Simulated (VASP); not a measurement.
## Li: relaxation of cell and atoms with LDA

Crystal: Li.

```xyz
1
Lattice="-1.7547 1.7547 1.7547 1.7547 -1.7547 1.7547 1.7547 1.7547 -1.7547" Properties=species:S:1:pos:R:3 pbc="T T T"
Li    0.0000    0.0000    0.0000
```

```yaml
Program: VASP 6.6.1
Task: relaxation of cell and atoms
Functional: LDA
Potentials_or_basis: VASP PAW LDA potentials, release 64 (Li_sv)
Cutoff: 600 eV
k_mesh: 8 × 8 × 8
Occupations: gaussian, width 0.1 eV
Spin: no spin polarisation
Dipole_correction: no
Further_INCAR_settings: ALGO = Normal; EDIFF = 1e-06; IBRION = 2; EDIFFG = -0.02; NSW = 80; ISIF = 3
```

| Quantity | Value |
| --- | --- |
| Relaxed volume | 18.89 Å³/atom |
| Relaxed cell | a = 2.906 Å, b = 2.906 Å, c = 2.906 Å, α = 109.47°, β = 109.47°, γ = 109.47° |
| Space group after relaxing (to 0.05 Å) | Im-3m (No. 229) |
| Energy gained by relaxing | 15.9 meV/atom |
| Ionic steps | 5 |
| Pressure after relaxing | -0.1 GPa |

Step by step:
| step | energy change (eV) | largest force (eV/Å) | pressure (GPa) | volume (Å³) |
| --- | --- | --- | --- | --- |
| 1 | 0.0000 | 0.0000 | -1.63 | 21.61 |
| 2 | -0.0063 | 0.0000 | -1.33 | 20.93 |
| 3 | -0.0147 | 0.0000 | -0.53 | 19.54 |
| 4 | -0.0055 | 0.0000 | 1.96 | 16.94 |
| 5 | -0.0159 | 0.0000 | -0.09 | 18.89 |

Final structure:
```
Li
1.0
    -1.67787    1.67787    1.67787
     1.67787   -1.67787    1.67787
     1.67787    1.67787   -1.67787
Li
1
Direct
  0.00000 0.00000 0.00000
```

Levels at points of the mesh, in eV from the Fermi level:
```
           k point  band 1  band 2  band 3  band 4  band 5
(0.00, 0.00, 0.00)  -45.55   -3.62   15.04   15.04   15.04
(0.50, 0.00, 0.00)  -45.52    0.17    3.50   10.66   12.24
(0.50, 0.50, 0.50)  -45.50    5.65    5.65    5.65    8.13
```

Wall time 6.2 s on 1 thread of Intel(R) Xeon(R) Platinum 8259CL CPU @ 2.50GHz (Skylake/Cascade Lake) (shared host), peak memory 0.11 GiB.

Caveat: the cutoff is under 1.25 times the usual one of these potentials, so pressure, stress and relaxed cells hold a basis-set (Pulay) error; the volume moved by -13 % from the deposited cell, more than functionals usually miss. Zero-point motion and thermal expansion aren't in these numbers.
